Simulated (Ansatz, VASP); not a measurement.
**One calculation of InGa2N3, two programs**

File INCAR:

```
PREC = Accurate
ENCUT = 600
EDIFF = 1E-6
ISMEAR = 0
SIGMA = 0.02
LREAL = False
LASPH = True
NELM = 120
ALGO = Normal
ISIF = 2
LWAVE = False
LCHARG = False
GGA = PS
NBANDS = 66
GGA_COMPAT = False
```

KPOINTS

```
regular mesh
0
Gamma
  6 6 6
```

Contents of POSCAR:

```
InGa2N3
1.0
    4.9434147413     -2.8512154823      0.0000000000
    4.9434147413      2.8512154823      0.0000000000
    0.0000000000      0.0000000000      5.3244509399
In Ga N
2 4 6
Direct
    0.3251726725      0.6748273275      0.9896733630
    0.6748273275      0.3251726725      0.4896733630
    0.0069782485      0.3339158013      0.9926534811
    0.6660841987      0.9930217515      0.9926534811
    0.9930217515      0.6660841987      0.4926534811
    0.3339158013      0.0069782485      0.4926534811
    0.0265943902      0.3336217374      0.3589330737
    0.6663782626      0.9734056098      0.3589330737
    0.9734056098      0.6663782626      0.8589330737
    0.3336217374      0.0265943902      0.8589330737
    0.3078313853      0.6921686147      0.3951545273
    0.6921686147      0.3078313853      0.8951545273
```

Input for Ansatz:

```yaml
crystal:
  lattice:
    - [4.9434147413, -2.8512154823, 0.0]
    - [4.9434147413, 2.8512154823, 0.0]
    - [0.0, 0.0, 5.3244509399]
  atoms:
    - { symbol: In, position: [0.3251726725, 0.6748273275, 0.989673363] }
    - { symbol: In, position: [0.6748273275, 0.3251726725, 0.489673363] }
    - { symbol: Ga, position: [0.0069782485, 0.3339158013, 0.9926534811] }
    - { symbol: Ga, position: [0.6660841987, 0.9930217515, 0.9926534811] }
    - { symbol: Ga, position: [0.9930217515, 0.6660841987, 0.4926534811] }
    - { symbol: Ga, position: [0.3339158013, 0.0069782485, 0.4926534811] }
    - { symbol: "N", position: [0.0265943902, 0.3336217374, 0.3589330737] }
    - { symbol: "N", position: [0.6663782626, 0.9734056098, 0.3589330737] }
    - { symbol: "N", position: [0.9734056098, 0.6663782626, 0.8589330737] }
    - { symbol: "N", position: [0.3336217374, 0.0265943902, 0.8589330737] }
    - { symbol: "N", position: [0.3078313853, 0.6921686147, 0.3951545273] }
    - { symbol: "N", position: [0.6921686147, 0.3078313853, 0.8951545273] }
basis:
  ecutwfc: 420
kpoints:
  mp_grid: { grid: [6, 6, 6] }
  band_path: { path: [VBM, CBM], npoints: 2 }
hamiltonian:
  xc: pbesol
scf:
  occupations: { method: gaussian, width: 0.02 }
output:
  forces: true
  stress: true
  eigenvalues: true
checkpoint:
  read: start.run
  write: ck
  compress: false
  write_wavefunctions: false
  write_every: 100000
```

Alike in both runs: task single point; functional PBEsol; k mesh 6 × 6 × 6; occupations gaussian, width 0.02 eV; no spin polarisation.

|  | VASP | Ansatz |
| --- | --- | --- |
| version | VASP 6.6.1 | Ansatz 0.2.0 |
| potentials or method | VASP PAW PBE potentials, release 64 (In_d, Ga_d, N), cutoff 600 eV | scalar-relativistic, plane waves, PAW |
| valence electrons in the cell | 108 | 108 |

|  | VASP | Ansatz | Ansatz less VASP |
| --- | --- | --- | --- |
| gap on the k mesh at the Fermi level (eV) | 1.03 | 1.03 | -0.008 |
| least direct gap on the mesh (eV) | 1.03 | 1.03 | -0.008 |
| pressure (GPa) | 0.8 | 1.0 | +0.22 |
| rms of the force components (eV/Å) | 0.011 | 0.002 | -0.0092 |

VASP's potentials were made for PBE, not for PBEsol. Atom by atom the forces differ by 0.012 eV/Å (rms over components).
